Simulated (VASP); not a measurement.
A run of VASP 6.6.1 is set up as follows.

The input INCAR:

```
PREC = Accurate
ENCUT = 600
EDIFF = 1E-6
ISMEAR = -1
SIGMA = 1.0
LREAL = F
LASPH = T
NELM = 120
ALGO = Normal
ISIF = 2
LWAVE = F
LCHARG = T
GGA = PE
LELF = T
LVHAR = T
NBANDS = 16
GGA_COMPAT = F
```

KPOINTS

```
Automatic mesh
0
Gamma
  15 15 8
```

The input POSCAR:

```
Co
1.0
    2.4583936733      0.0000000000      0.0000000000
   -1.2291968366      2.1290313736      0.0000000000
    0.0000000000      0.0000000000      3.9606917934
Co
2
Direct
    0.3333333333      0.6666666667      0.2500000000
    0.6666666667      0.3333333333      0.7500000000
```

Potentials or basis: VASP PAW PBE potentials, release 64 (Co).

Launch:

```bash
$ cat potpaw_PBE.64/Co/POTCAR > POTCAR
$ mpirun -np 1 vasp_std > vasp.out
```

Question: Predict the band gap on the k mesh.

Answer: Zero (band 9 reaches 11.42 eV, above the bottom of band 10 at 9.83 eV).

Question: Estimate the pressure.

Answer: 32.0 GPa.

Stress tensor (GPa, compression positive):
```
30.70  0.00  0.00
 0.00 30.70  0.00
 0.00  0.00 34.48
```

Caveat: the run has no spin polarisation, though such a crystal can be magnetic. Spin polarisation is off, so any magnetic state and its effect on volume and gap are missing.
